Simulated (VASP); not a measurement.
The system is Si.

```
Si
1.0
    -2.38708    2.38708    1.33807
     2.38708   -2.38708    1.33807
     2.38708    2.38708   -1.33807
Si
2
Direct
  0.50000 0.50000 0.00000
  0.25000 0.75000 0.50000
```

Base run:

| Quantity | Value |
| --- | --- |
| Program | VASP 6.6.1 |
| Functional | HSE06 |
| Potentials or basis | VASP PAW PBE potentials, release 64 (Si) |
| Cutoff | 520 eV |
| k mesh | 8 × 8 × 8 |
| Occupations | fermi-dirac, width 0.05 eV |
| Spin | no spin polarisation |

Its results: band gap on the k mesh zero (bands 4 and 5 overlap by 5.99 eV); pressure -1.2 GPa.

**Question.** The run is repeated on the same cell with these changes: functional from HSE06 to PBE0; k mesh from 8 × 8 × 8 to 6 × 6 × 6. What comes out?

**Answer.** Band gap on the k mesh zero (bands 4 and 5 overlap by 8.36 eV); pressure -2.2 GPa.

Several settings changed at once.

Caveats: some runs use coarse meshes; the PAW data sets were made with another functional, which shifts forces and pressure a little.
